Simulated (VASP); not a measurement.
# AlInAsP3 (P-6m2) in VASP: further runs

The runs below take AlInAsP3 through single point, relaxation of cell and atoms, with PBE.

Everything below comes from runs of VASP 6.6.1. Logs are shortened: lines on timing, memory, paths and dates and some standing lists are left out, and cuts for length are marked.

### Step 1. The cell of the first run

Symmetry: P-6m2, No. 187, hexagonal system. The conventional cell has a = 5.342 Å, b = 5.342 Å, c = 5.323 Å, α = 90.00°, β = 90.00°, γ = 120.00°. Within 4.1 Å of Al (site symmetry -6m2) lie 3 As at 3.08 Å and 3 In at 3.08 Å and 12 P at 3.78 Å. In (site symmetry -6m2) has 3 Al at 3.08 Å and 3 As at 3.08 Å and 6 P at 3.22 Å within 4.1 Å. Within 3.0 Å of P (site symmetry mm2) lie 2 P at 2.20 Å and 2 As at 2.95 Å. Within 3.9 Å of As (site symmetry -6m2) lie 6 P at 2.95 Å and 3 Al at 3.08 Å and 3 In at 3.08 Å.

The cell was built from a structure type or drawn by symmetry, and may not be a known phase.

### Step 2. Single point, PBE

Input file INCAR:

```
PREC = Accurate ; ENCUT = 500
EDIFF = 1E-6 ; ISMEAR = 0
SIGMA = 0.1 ; LREAL = False
LASPH = True ; NELM = 120
ALGO = Normal ; ISIF = 2
LWAVE = False ; LCHARG = False
GGA = PE ; NBANDS = 27
GGA_COMPAT = False
```

Input file KPOINTS:

```
regular mesh
0
Gamma
  6 6 4
```

Input file POSCAR:

```
AlInAsP3
1.0
    5.3424597860      0.0000000000      0.0000000000
   -2.6712298930      4.6267058934      0.0000000000
    0.0000000000      0.0000000000      5.3230301309
Al In P As
1 1 3 1
Direct
    0.6666666667      0.3333333333      0.0000000000
    0.0000000000      0.0000000000      0.0000000000
    0.6076883323      0.8038441661      0.5000000000
    0.1961558339      0.8038441661      0.5000000000
    0.1961558339      0.3923116677      0.5000000000
    0.3333333333      0.6666666667      0.0000000000
```

Potentials or basis: VASP PAW PBE potentials, release 64 (Al, In_d, P, As).

Run with:

```sh
> cat potpaw_PBE.64/Al/POTCAR potpaw_PBE.64/In_d/POTCAR potpaw_PBE.64/P/POTCAR potpaw_PBE.64/As/POTCAR > POTCAR
> mpirun -np 1 vasp_std > vasp.out
```

OUTCAR:

```text
PREC = Accurate
   ENCUT = 500
   EDIFF = 1E-6
   ISMEAR = 0
   LREAL = False
   LASPH = True
   NELM = 120
   ISIF = 2
   GGA = PE

 ion  position               nearest neighbor table
   1  0.667  0.333  0.000-   6 3.08   2 3.08   6 3.08   2 3.08   2 3.08   6 3.08
   2  0.000  0.000  0.000-   1 3.08   6 3.08   1 3.08   6 3.08   1 3.08   6 3.08   3 3.22   3 3.22
                             5 3.22   5 3.22   4 3.22   4 3.22
   3  0.608  0.804  0.500-   4 2.20   5 2.20   2 3.22   2 3.22
   4  0.196  0.804  0.500-   3 2.20   5 2.20   2 3.22   2 3.22
   5  0.196  0.392  0.500-   3 2.20   4 2.20   2 3.22   2 3.22
   6  0.333  0.667  0.000-   2 3.08   1 3.08   1 3.08   2 3.08   2 3.08   1 3.08

  LATTYP: Found a hexagonal cell.
 ALAT       =     5.3424597860
 C/A-ratio  =     0.9963631631

  Lattice vectors:

 A1 = (   5.3424597860,   0.0000000000,   0.0000000000)
 A2 = (  -2.6712298930,   4.6267058934,   0.0000000000)
 A3 = (   0.0000000000,   0.0000000000,   5.3230301309)

Analysis of symmetry for initial positions (statically):
=====================================================================
 Subroutine PRICEL returns:
 Original cell was already a primitive cell.

 Routine SETGRP: Setting up the symmetry group for a
 hexagonal supercell.

 Subroutine GETGRP returns: Found 12 space group operations
 (whereof 12 operations were pure point group operations)
 out of a pool of 24 trial point group operations.

The static configuration has the point symmetry D_3h.

Analysis of symmetry for dynamics (positions and initial velocities):
=====================================================================
 Subroutine PRICEL returns:
 Original cell was already a primitive cell.

 Routine SETGRP: Setting up the symmetry group for a
 hexagonal supercell.

 Subroutine GETGRP returns: Found 12 space group operations
 (whereof 12 operations were pure point group operations)
 out of a pool of 24 trial point group operations.

The dynamic configuration has the point symmetry D_3h.

 Subroutine INISYM returns: Found 12 space group operations
 (whereof 12 operations are pure point group operations),
 and found     1 'primitive' translations

----------------------------------------------------------------------------------------

                                     Primitive cell

  volume of cell :     131.5746

  direct lattice vectors                    reciprocal lattice vectors
     5.342459786  0.000000000  0.000000000     0.187179696  0.108068248  0.000000000
    -2.671229893  4.626705893  0.000000000     0.000000000  0.216136496  0.000000000
     0.000000000  0.000000000  5.323030131     0.000000000  0.000000000  0.187862923

  length of vectors
     5.342459786  5.342459786  5.323030131     0.216136496  0.216136496  0.187862923

  position of ions in fractional coordinates (direct lattice)
     0.666666667  0.333333333  0.000000000
     0.000000000  0.000000000  0.000000000
     0.607688332  0.803844166  0.500000000
     0.196155834  0.803844166  0.500000000
     0.196155834  0.392311668  0.500000000
     0.333333333  0.666666667  0.000000000

  ion indices of the primitive-cell ions
   primitive index   ion index
                 1           1
                 2           2
                 3           3
                 4           4
                 5           5
                 6           6

----------------------------------------------------------------------------------------

 KPOINTS: regular mesh

Automatic generation of k-mesh.
 Grid dimensions read from file:
 generate k-points for:    6    6    4

 Generating k-lattice:

  Cartesian coordinates                     Fractional coordinates (reciprocal lattice)
     0.031196616  0.018011375  0.000000000     0.166666667  0.000000000  0.000000000
     0.000000000  0.036022749  0.000000000     0.000000000  0.166666667  0.000000000
     0.000000000  0.000000000  0.046965731     0.000000000  0.000000000  0.250000000

  Length of vectors
     0.036022749  0.036022749  0.046965731

  Shift w.r.t. Gamma in fractional coordinates (k-lattice)
     0.000000000  0.000000000  0.000000000

 Subroutine IBZKPT returns following result:
 ===========================================

 Found     21 irreducible k-points:

 Following reciprocal coordinates:
            Coordinates               Weight
  0.000000  0.000000  0.000000      1.000000
  0.166667  0.000000  0.000000      6.000000
  0.333333  0.000000  0.000000      6.000000
  0.500000  0.000000  0.000000      3.000000
  0.166667  0.166667  0.000000      6.000000
  0.333333  0.166667  0.000000     12.000000
[... 13 lines left out ...]
  0.333333  0.166667  0.500000     12.000000
  0.333333  0.333333  0.500000      2.000000
   k-points           NKPTS =     21   k-points in BZ     NKDIM =     21   number of bands    NBANDS=     27
   number of dos      NEDOS =    301   number of ions     NIONS =      6
   total plane-waves  NPLWV =  64000
   dimension x,y,z NGX =    40 NGY =   40 NGZ =   40
   dimension x,y,z NGXF=    80 NGYF=   80 NGZF=   80
   ions per type =               1   1   3   1
   NGX,Y,Z   is equivalent  to a cutoff of  12.45, 12.45, 12.49 a.u.
   NGXF,Y,Z  is equivalent  to a cutoff of  24.89, 24.89, 24.99 a.u.
 SYSTEM =  unknown system
   PREC   = accura    normal or accurate (medium, high low for compatibility)
   ISTART =      0    job   : 0-new  1-cont  2-samecut
   ICHARG =      2    charge: 1-file 2-atom 10-const
   ISPIN  =      1    spin polarized calculation?
   LNONCOLLINEAR =      F non collinear calculations
   LSORBIT =      F    spin-orbit coupling
   LASPH  =      T    aspherical Exc in radial PAW
   ENCUT  =  500.0 eV  36.75 Ry    6.06 a.u.   9.74  9.74  9.71*2*pi/ulx,y,z
   NELM   =    120;   NELMIN=  2; NELMDL= -5     # of ELM steps
   EDIFF  = 0.1E-05   stopping-criterion for ELM
   LREAL  =      F    real-space projection
   EDIFFG = 0.1E-04   stopping-criterion for IOM
   NSW    =      0    number of steps for IOM
   IBRION =     -1    ionic relax: 0-MD 1-quasi-New 2-CG
   NFREE  =      0    steps in history (QN), initial steepest desc. (CG)
   ISIF   =      2    stress and relaxation
   ISYM   =      2    0-nonsym 1-usesym 2-fastsym
   POTIM  = 0.5000    time-step for ionic-motion
   TEBEG  =    0.0;   TEEND  =   0.0 temperature during run
   PSTRESS=    0.0 pullay stress
   NELECT =      36.0000    total number of electrons
   NUPDOWN=      -1.0000    fix difference up-down
   EMIN   =  10.00;   EMAX   =-10.00  energy-range for DOS
   EFERMI =   0.00;   METHOD = LEGACY
   ISMEAR =     0;   SIGMA  =   0.10  broadening in eV -4-tet -1-fermi 0-gaus
   EFERMI_NEDOS =   21; number of points for ismear=-14 and -15
   IALGO  =     38    algorithm
   IMIX   =      4    mixing-type and parameters
     AMIX     =   0.40;   BMIX     =  1.00
     AMIX_MAG =   1.60;   BMIX_MAG =  1.00
  volume/ion in A,a.u.               =      21.93       147.98
  Fermi-wavevector in a.u.,A,eV,Ry     =   1.062800  2.008401 15.368383  1.129544
  Thomas-Fermi vector in A             =   2.198263
   LORBIT       =      0    0 simple, 1 ext, 2 COOP (PROOUT), +10 PAW based schemes
   GGA     = PE    functional components
   LHFCALC =     F    Hartree Fock is set to
   AEXX    =    0.0000 exact exchange contribution
   IVDW    =     0    specifies the selected vdW correction
   LEPSILON=     F    determine dielectric tensor
   LRPA    =     F    only Hartree local field effects (RPA)
 non-spin polarized calculation
 Gauss-broadening in eV      SIGMA  =   0.10
  energy-cutoff  :      500.00
  volume of cell :      131.57
 maximum number of plane-waves:      3379
 NGX is ok and might be reduce to    40
   NGX = 19   NGY = 19   NGZ = 19

 number of electron      35.9999997 magnetization

 Free energy of the ion-electron system (eV)
  ---------------------------------------------------
  ext. energy  EPLUGINS =         0.00000000
  ---------------------------------------------------
  free energy    TOTEN  =       -24.57165875 eV

  energy without entropy =      -24.55903419  energy(sigma->0) =      -24.56534647

 E-fermi :   6.0073     XC(G=0):  -9.6935

 val. band max:        5.9945778776   @ k =   0.1667   0.0000   0.2500
 cond. band min:       6.0078641064   @ k =   0.3333   0.3333   0.2500
 fundamental gap:      0.0132862289
 Fermi energy:         6.0073426085

 k-point     1 :       0.0000    0.0000    0.0000
  band No.  band energies     occupation
      1      -8.9139      2.00000
      2      -8.4625      2.00000
      3      -8.4504      2.00000
      4      -8.4504      2.00000
      5      -8.4057      2.00000
      6      -8.4057      2.00000
[... 19 lines left out ...]
     26      10.6126      0.00000
     27      10.6183      0.00000

 k-point     2 :       0.1667    0.0000    0.0000
  band No.  band energies     occupation
      1      -8.8646      2.00000
      2      -8.4621      2.00000
      3      -8.4471      2.00000
      4      -8.4358      2.00000
      5      -8.4069      2.00000
      6      -8.4059      2.00000
[... 19 lines left out ...]
     26      10.3519      0.00000
     27      10.9524      0.00000

 k-point     3 :       0.3333    0.0000    0.0000
  band No.  band energies     occupation
      1      -8.7710      2.00000
      2      -8.4530      2.00000
      3      -8.4406      2.00000
      4      -8.4094      2.00000
      5      -8.4064      2.00000
      6      -8.3984      2.00000
[... 504 lines left out ...]
      1      -8.5621      2.00000
      2      -8.4694      2.00000
      3      -8.4396      2.00000
      4      -8.4261      2.00000
      5      -8.4164      2.00000
      6      -8.1973      2.00000
[... 19 lines left out ...]
     26       9.9284      0.00000
     27      10.7092      0.00000

 k-point    21 :       0.3333    0.3333    0.5000
  band No.  band energies     occupation
      1      -8.5594      2.00000
      2      -8.4674      2.00000
      3      -8.4407      2.00000
      4      -8.4256      2.00000
      5      -8.4178      2.00000
      6      -8.1636      2.00000
[... 19 lines left out ...]
     26       9.8024      0.00000
     27      10.7702      0.00000

------------------------ aborting loop because EDIFF is reached ----------------------------------------

  FORCE on cell =-STRESS in cart. coord.  units (eV):
  Direction    XX          YY          ZZ          XY          YZ          ZX
  --------------------------------------------------------------------------------------
  -------------------------------------------------------------------------------------
  Total       -0.3402658     -0.3402658     -0.0277077      0.0000000      0.0000000      0.0000000
  in kB       -4.1433993     -4.1433993     -0.3373958      0.0000000      0.0000000      0.0000000
  external PRESSURE =      -2.8747314 kB  Pullay stress =       0.0000000 kB

 VOLUME and BASIS-vectors are now :
 -----------------------------------------------------------------------------
  energy-cutoff  :      500.00
  volume of cell :      131.57
      direct lattice vectors                 reciprocal lattice vectors
     5.342459786  0.000000000  0.000000000     0.187179696  0.108068248  0.000000000
    -2.671229893  4.626705893  0.000000000     0.000000000  0.216136496  0.000000000
     0.000000000  0.000000000  5.323030131     0.000000000  0.000000000  0.187862923

 POSITION                                       TOTAL-FORCE (eV/Angst)
 -----------------------------------------------------------------------------------
      2.67123      1.54224      0.00000        -0.000000     -0.000000     -0.000000
      0.00000      0.00000      0.00000        -0.000000     -0.000000     -0.000000
      1.09930      3.71915      2.66152        -0.087144     -0.050312     -0.000000
     -1.09930      3.71915      2.66152         0.087144     -0.050312     -0.000000
      0.00000      1.81511      2.66152         0.000000      0.100625      0.000000
     -0.00000      3.08447      0.00000        -0.000000     -0.000000     -0.000000
 -----------------------------------------------------------------------------------
    total drift:                                0.000000     -0.000000      0.000000

  FREE ENERGIE OF THE ION-ELECTRON SYSTEM (eV)
  ---------------------------------------------------
  free  energy   TOTEN  =       -24.5716587467 eV

  energy  without entropy=      -24.5590341867  energy(sigma->0) =      -24.56534647
```

Run time: 71 s. Hardware: 1 thread of Intel Xeon Platinum 8488C (Sapphire Rapids), shared host; peak memory 0.28 GiB.

Results:

- Free energy: -24.5717 eV
- Pressure: -0.3 GPa
- Largest force: 0.101 eV/Å
- Band gap on the k mesh: zero (bands 18 and 19 overlap by 1.24 eV)

Forces in eV/Å, atoms in the order of the input:
```
Al   0.000  0.000  0.000
In   0.000  0.000  0.000
P   -0.087 -0.050  0.000
P    0.087 -0.050  0.000
P    0.000  0.101  0.000
As   0.000  0.000  0.000
```

Stress tensor (GPa, compression positive):
```
-0.41  0.00  0.00
 0.00 -0.41  0.00
 0.00  0.00 -0.03
```

Caveat: spin-orbit coupling is left out, which moves the levels of the heavy elements.

(Continued in part 2 of 2.)
